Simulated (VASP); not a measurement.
# SiNi (Pnma) in VASP: single point with PBE

Aim: the single point of SiNi with PBE.

Program: VASP 6.6.1. These are calculated values, not measurements. Logs are shortened: lines on timing, memory, paths and dates and some standing lists are left out, and cuts for length are marked.

## (1) The cell of the first run

The structure is orthorhombic, space group Pnma (No. 62). The conventional cell has a = 5.311 Å, b = 3.384 Å, c = 5.736 Å, α = 90.00°, β = 90.00°, γ = 90.00°. Within 3.0 Å of Ni (site symmetry m) lie 6 Si at 2.30 to 2.45 Å and 4 Ni at 2.74 to 2.76 Å. Si (site symmetry m) has 6 Ni at 2.30 to 2.45 Å and 2 Si at 2.79 Å within 3.0 Å.

## (2) Single point, PBE

The input, INCAR:

```
SYSTEM = SiNi
  PREC = Accurate
  ENCUT = 600
  EDIFF = 1E-6
  ISMEAR = -1
  SIGMA = 0.1
  LREAL = .False.
  LASPH = .True.
  NELM = 120
  ALGO = Normal
  ISIF = 2
  LWAVE = .False.
  LCHARG = .False.
  GGA = PE
  NBANDS = 38
  GGA_COMPAT = .False.
```

The input, KPOINTS:

```
Automatic mesh
0
Gamma
  6 7 10
  0 0 0
```

The input, POSCAR:

```
SiNi
1.0
    5.7357440000      0.0000000000      0.0000000000
    0.0000000000      5.3113130000      0.0000000000
    0.0000000000      0.0000000000      3.3836050000
Ni Si
4 4
Direct
    0.1900000000      0.0050000000      0.2500000000
    0.8100000000      0.9950000000      0.7500000000
    0.6900000000      0.4950000000      0.7500000000
    0.3100000000      0.5050000000      0.2500000000
    0.5830000000      0.1880000000      0.2500000000
    0.4170000000      0.8120000000      0.7500000000
    0.0830000000      0.3120000000      0.7500000000
    0.9170000000      0.6880000000      0.2500000000
```

Potentials or basis: VASP PAW PBE potentials, release 64 (Ni, Si).

Started as:

```console
cat potpaw_PBE.64/Ni/POTCAR potpaw_PBE.64/Si/POTCAR > POTCAR
mpirun -np 1 vasp_std > vasp.out
```

OUTCAR:

```text
SYSTEM = SiNi
   PREC = Accurate
   ENCUT = 600
   EDIFF = 1E-6
   ISMEAR = -1
   LREAL = .False.
   LASPH = .True.
   NELM = 120
   ISIF = 2
   GGA = PE

 ion  position               nearest neighbor table
   1  0.190  0.005  0.250-   8 2.30   6 2.37   6 2.37   7 2.43   7 2.43   5 2.45   4 2.74   4 2.74
                             2 2.76   2 2.76
   2  0.810  0.995  0.750-   7 2.30   5 2.37   5 2.37   8 2.43   8 2.43   6 2.45   3 2.74   3 2.74
                             1 2.76   1 2.76
   3  0.690  0.495  0.750-   6 2.30   8 2.37   8 2.37   5 2.43   5 2.43   7 2.45   2 2.74   2 2.74
                             4 2.76   4 2.76
   4  0.310  0.505  0.250-   5 2.30   7 2.37   7 2.37   6 2.43   6 2.43   8 2.45   1 2.74   1 2.74
                             3 2.76   3 2.76
   5  0.583  0.188  0.250-   4 2.30   2 2.37   2 2.37   3 2.43   3 2.43   1 2.45   6 2.79   6 2.79

   6  0.417  0.812  0.750-   3 2.30   1 2.37   1 2.37   4 2.43   4 2.43   2 2.45   5 2.79   5 2.79

   7  0.083  0.312  0.750-   2 2.30   4 2.37   4 2.37   1 2.43   1 2.43   3 2.45   8 2.79   8 2.79

   8  0.917  0.688  0.250-   1 2.30   3 2.37   3 2.37   2 2.43   2 2.43   4 2.45   7 2.79   7 2.79

  LATTYP: Found a simple orthorhombic cell.
 ALAT       =     3.3836050000
 B/A-ratio  =     1.5697201653
 C/A-ratio  =     1.6951576795

  Lattice vectors:

 A1 = (   0.0000000000,   0.0000000000,  -3.3836050000)
 A2 = (   0.0000000000,   5.3113130000,   0.0000000000)
 A3 = (   5.7357440000,   0.0000000000,   0.0000000000)

Analysis of symmetry for initial positions (statically):
=====================================================================
 Subroutine PRICEL returns:
 Original cell was already a primitive cell.

 Routine SETGRP: Setting up the symmetry group for a
 simple orthorhombic supercell.

 Subroutine GETGRP returns: Found  8 space group operations
 (whereof  2 operations were pure point group operations)
 out of a pool of  8 trial point group operations.

The static configuration has the point symmetry S_2 .
 The point group associated with its full space group is D_2h.

Analysis of symmetry for dynamics (positions and initial velocities):
=====================================================================
 Subroutine PRICEL returns:
 Original cell was already a primitive cell.

 Routine SETGRP: Setting up the symmetry group for a
 simple orthorhombic supercell.

 Subroutine GETGRP returns: Found  8 space group operations
 (whereof  2 operations were pure point group operations)
 out of a pool of  8 trial point group operations.

The dynamic configuration has the point symmetry S_2 .
 The point group associated with its full space group is D_2h.

 Subroutine INISYM returns: Found  8 space group operations
 (whereof  2 operations are pure point group operations),
 and found     1 'primitive' translations

----------------------------------------------------------------------------------------

                                     Primitive cell

  volume of cell :     103.0793

  direct lattice vectors                    reciprocal lattice vectors
     5.735744000  0.000000000  0.000000000     0.174345299  0.000000000  0.000000000
     0.000000000  5.311313000  0.000000000     0.000000000  0.188277362  0.000000000
     0.000000000  0.000000000  3.383605000     0.000000000  0.000000000  0.295542772

  length of vectors
     5.735744000  5.311313000  3.383605000     0.174345299  0.188277362  0.295542772

  position of ions in fractional coordinates (direct lattice)
     0.190000000  0.005000000  0.250000000
     0.810000000  0.995000000  0.750000000
     0.690000000  0.495000000  0.750000000
     0.310000000  0.505000000  0.250000000
     0.583000000  0.188000000  0.250000000
     0.417000000  0.812000000  0.750000000
     0.083000000  0.312000000  0.750000000
     0.917000000  0.688000000  0.250000000

  ion indices of the primitive-cell ions
   primitive index   ion index
                 1           1
                 2           2
                 3           3
                 4           4
                 5           5
                 6           6
                 7           7
                 8           8

----------------------------------------------------------------------------------------

 KPOINTS: Automatic mesh

Automatic generation of k-mesh.
 Grid dimensions read from file:
 generate k-points for:    6    7   10

 Generating k-lattice:

  Cartesian coordinates                     Fractional coordinates (reciprocal lattice)
     0.029057550  0.000000000  0.000000000     0.166666667  0.000000000  0.000000000
     0.000000000  0.026896766  0.000000000     0.000000000  0.142857143  0.000000000
     0.000000000  0.000000000  0.029554277     0.000000000  0.000000000  0.100000000

  Length of vectors
     0.029057550  0.026896766  0.029554277

  Shift w.r.t. Gamma in fractional coordinates (k-lattice)
     0.000000000  0.000000000  0.000000000

 Subroutine IBZKPT returns following result:
 ===========================================

 Found     96 irreducible k-points:

 Following reciprocal coordinates:
            Coordinates               Weight
  0.000000  0.000000  0.000000      1.000000
  0.166667  0.000000  0.000000      2.000000
  0.333333  0.000000  0.000000      2.000000
  0.500000  0.000000  0.000000      1.000000
  0.000000  0.142857  0.000000      2.000000
  0.166667  0.142857  0.000000      4.000000
[... 16 lines left out ...]
  0.333333  0.142857  0.100000      8.000000
  0.500000  0.142857  0.100000      4.000000
 [... further k-points ...]
   k-points           NKPTS =     96   k-points in BZ     NKDIM =     96   number of bands    NBANDS=     38
   number of dos      NEDOS =    301   number of ions     NIONS =      8
   total plane-waves  NPLWV =  56448
   dimension x,y,z NGX =    48 NGY =   42 NGZ =   28
   dimension x,y,z NGXF=    96 NGYF=   84 NGZF=   56
   ions per type =               4   4
   NGX,Y,Z   is equivalent  to a cutoff of  13.91, 13.15, 13.76 a.u.
   NGXF,Y,Z  is equivalent  to a cutoff of  27.82, 26.29, 27.51 a.u.
 SYSTEM =  SiNi
   PREC   = accura    normal or accurate (medium, high low for compatibility)
   ISTART =      0    job   : 0-new  1-cont  2-samecut
   ICHARG =      2    charge: 1-file 2-atom 10-const
   ISPIN  =      1    spin polarized calculation?
   LNONCOLLINEAR =      F non collinear calculations
   LSORBIT =      F    spin-orbit coupling
   LASPH  =      T    aspherical Exc in radial PAW
   ENCUT  =  600.0 eV  44.10 Ry    6.64 a.u.  11.46 10.61  6.76*2*pi/ulx,y,z
   NELM   =    120;   NELMIN=  2; NELMDL= -5     # of ELM steps
   EDIFF  = 0.1E-05   stopping-criterion for ELM
   LREAL  =      F    real-space projection
   EDIFFG = 0.1E-04   stopping-criterion for IOM
   NSW    =      0    number of steps for IOM
   IBRION =     -1    ionic relax: 0-MD 1-quasi-New 2-CG
   NFREE  =      0    steps in history (QN), initial steepest desc. (CG)
   ISIF   =      2    stress and relaxation
   ISYM   =      2    0-nonsym 1-usesym 2-fastsym
   POTIM  = 0.5000    time-step for ionic-motion
   TEBEG  =    0.0;   TEEND  =   0.0 temperature during run
   PSTRESS=    0.0 pullay stress
   NELECT =      56.0000    total number of electrons
   NUPDOWN=      -1.0000    fix difference up-down
   EMIN   =  10.00;   EMAX   =-10.00  energy-range for DOS
   EFERMI =   0.00;   METHOD = LEGACY
   ISMEAR =    -1;   SIGMA  =   0.10  broadening in eV -4-tet -1-fermi 0-gaus
   EFERMI_NEDOS =   21; number of points for ismear=-14 and -15
   IALGO  =     38    algorithm
   IMIX   =      4    mixing-type and parameters
     AMIX     =   0.40;   BMIX     =  1.00
     AMIX_MAG =   1.60;   BMIX_MAG =  1.00
  volume/ion in A,a.u.               =      12.88        86.95
  Fermi-wavevector in a.u.,A,eV,Ry     =   1.335817  2.524329 24.278343  1.784408
  Thomas-Fermi vector in A             =   2.464492
   LORBIT       =      0    0 simple, 1 ext, 2 COOP (PROOUT), +10 PAW based schemes
   GGA     = PE    functional components
   LHFCALC =     F    Hartree Fock is set to
   AEXX    =    0.0000 exact exchange contribution
   IVDW    =     0    specifies the selected vdW correction
   LEPSILON=     F    determine dielectric tensor
   LRPA    =     F    only Hartree local field effects (RPA)
 non-spin polarized calculation
  energy-cutoff  :      600.00
  volume of cell :      103.08
 maximum number of plane-waves:      3457
 NGX is ok and might be reduce to    48
   NGX = 23   NGY = 21   NGZ = 13

 number of electron      56.0000016 magnetization

 Free energy of the ion-electron system (eV)
  ---------------------------------------------------
  ext. energy  EPLUGINS =         0.00000000
  ---------------------------------------------------
  free energy    TOTEN  =       -47.48412711 eV

  energy without entropy =      -47.41497847  energy(sigma->0) =      -47.44955279

 E-fermi :   9.5553     XC(G=0): -11.9078

 val. band max:        9.5058337443   @ k =   0.1667   0.2857   0.4000
 cond. band min:       9.5838365531   @ k =   0.0000   0.1429   0.4000
 fundamental gap:      0.0780028088
 Fermi energy:         9.5553122436

 k-point     1 :       0.0000    0.0000    0.0000
  band No.  band energies     occupation
      1      -2.8829      2.00000
      2       0.3986      2.00000
      3       1.4799      2.00000
      4       1.8104      2.00000
      5       3.2158      2.00000
      6       3.7709      2.00000
[... 30 lines left out ...]
     37      15.6108      0.00000
     38      15.8997      0.00000

 k-point     2 :       0.1667    0.0000    0.0000
  band No.  band energies     occupation
      1      -2.7624      2.00000
      2      -0.1780      2.00000
      3       1.8690      2.00000
      4       1.8702      2.00000
      5       3.1643      2.00000
      6       4.1295      2.00000
[... 30 lines left out ...]
     37      15.6404      0.00000
     38      16.0643      0.00000

 k-point     3 :       0.3333    0.0000    0.0000
  band No.  band energies     occupation
      1      -2.4050      2.00000
      2      -1.0536      2.00000
      3       2.0352      2.00000
      4       2.2609      2.00000
      5       3.1345      2.00000
      6       4.2947      2.00000
[... 30 lines left out ...]
     37      15.4424      0.00000
     38      15.6807      0.00000

 k-point     4 :       0.5000    0.0000    0.0000
  band No.  band energies     occupation
      1      -1.8247      2.00000
      2      -1.8247      2.00000
      3       2.2418      2.00000
      4       2.2418      2.00000
      5       3.5408      2.00000
      6       3.5408      2.00000
[... 30 lines left out ...]
     37      15.0543      0.00000
     38      15.0543      0.00000
[... 703 lines left out ...]
      4       2.1648      2.00000
      5       3.5884      2.00000
      6       4.2696      2.00000
[... 30 lines left out ...]
     37      15.4592      0.00000
     38      15.8044      0.00000

 k-point    23 :       0.3333    0.1429    0.1000
  band No.  band energies     occupation
      1      -2.1808      2.00000
      2      -0.8673      2.00000
      3       1.3803      2.00000
      4       2.1342      2.00000
      5       3.7603      2.00000
      6       4.5078      2.00000
[... 30 lines left out ...]
     37      15.5739      0.00000
     38      15.8749      0.00000

 k-point    24 :       0.5000    0.1429    0.1000
  band No.  band energies     occupation
      1      -1.6112      2.00000
      2      -1.6112      2.00000
      3       1.7472      2.00000
      4       1.7472      2.00000
      5       4.1483      2.00000
      6       4.1483      2.00000
[... 30 lines left out ...]
     37      15.7503      0.00000
     38      15.7503      0.00000

 [... further k-points ...]

------------------------ aborting loop because EDIFF is reached ----------------------------------------

  FORCE on cell =-STRESS in cart. coord.  units (eV):
  Direction    XX          YY          ZZ          XY          YZ          ZX
  --------------------------------------------------------------------------------------
  -------------------------------------------------------------------------------------
  Total       -4.3890765     -5.3282482     -4.5605642      0.0000000      0.0000000      0.0000000
  in kB      -68.2201112    -82.8178056    -70.8855718      0.0000000      0.0000000      0.0000000
  external PRESSURE =     -73.9744962 kB  Pullay stress =       0.0000000 kB

 VOLUME and BASIS-vectors are now :
 -----------------------------------------------------------------------------
  energy-cutoff  :      600.00
  volume of cell :      103.08
      direct lattice vectors                 reciprocal lattice vectors
     5.735744000  0.000000000  0.000000000     0.174345299  0.000000000  0.000000000
     0.000000000  5.311313000  0.000000000     0.000000000  0.188277362  0.000000000
     0.000000000  0.000000000  3.383605000     0.000000000  0.000000000  0.295542772

 POSITION                                       TOTAL-FORCE (eV/Angst)
 -----------------------------------------------------------------------------------
      1.08979      0.02656      0.84590         0.144197      0.006941      0.000000
      4.64595      5.28476      2.53770        -0.144197     -0.006941      0.000000
      3.95766      2.62910      2.53770         0.144197     -0.006941      0.000000
      1.77808      2.68221      0.84590        -0.144197      0.006941     -0.000000
      3.34394      0.99853      0.84590        -0.047448     -0.288606      0.000000
      2.39181      4.31279      2.53770         0.047448      0.288606      0.000000
      0.47607      1.65713      2.53770        -0.047448      0.288606     -0.000000
      5.25968      3.65418      0.84590         0.047448     -0.288606      0.000000
 -----------------------------------------------------------------------------------
    total drift:                                0.000000      0.000000      0.000000

  FREE ENERGIE OF THE ION-ELECTRON SYSTEM (eV)
  ---------------------------------------------------
  free  energy   TOTEN  =       -47.4841271134 eV

  energy  without entropy=      -47.4149784656  energy(sigma->0) =      -47.44955279
```

It took 13 min on 1 thread of Intel Xeon 8259CL, shared host; peak memory 0.46 GiB.

What came out:

```yaml
Free_energy: -47.4841 eV
Pressure: -7.4 GPa
Largest_force: 0.292 eV/Å
Band_gap_on_the_k_mesh: zero (bands 28 and 29 overlap by 1.87 eV)
```

Forces in eV/Å, atoms in the order of the input:
```
Ni   0.144  0.007  0.000
Ni  -0.144 -0.007  0.000
Ni   0.144 -0.007  0.000
Ni  -0.144  0.007  0.000
Si  -0.047 -0.289  0.000
Si   0.047  0.289  0.000
Si  -0.047  0.289  0.000
Si   0.047 -0.289  0.000
```

Caveat: the cell stands under tension.
